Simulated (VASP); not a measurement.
A run of VASP 6.6.1 is set up as follows.

The input INCAR:

```
ALGO = Normal ; EDIFF = 1E-6
ENCUT = 520 ; ISIF = 2
ISMEAR = -1 ; LASPH = T
LCHARG = F ; LREAL = F
LWAVE = F ; NBANDS = 20
NELM = 100 ; PREC = Accurate
SIGMA = 0.05
```

The input KPOINTS:

```
k-points
0
Gamma
  8 8 8
```

Contents of POSCAR:

```
GaGe
1.0
    0.0000000000      2.9546788998      2.9546788998
    2.9546788998      0.0000000000      2.9546788998
    2.9546788998      2.9546788998      0.0000000000
Ge Ga
1 1
Direct
    0.0000000000      0.0000000000      0.0000000000
    0.2500000000      0.2500000000      0.2500000000
```

Potentials or basis: VASP PAW LDA potentials, release 64 (Ge_d, Ga_d).

The run is started by

```bash
$ cat potpaw_LDA.64/Ge_d/POTCAR potpaw_LDA.64/Ga_d/POTCAR > POTCAR
$ mpirun -np 1 vasp_std > vasp.out
```

What does it give for the pressure?

-6.0 GPa.
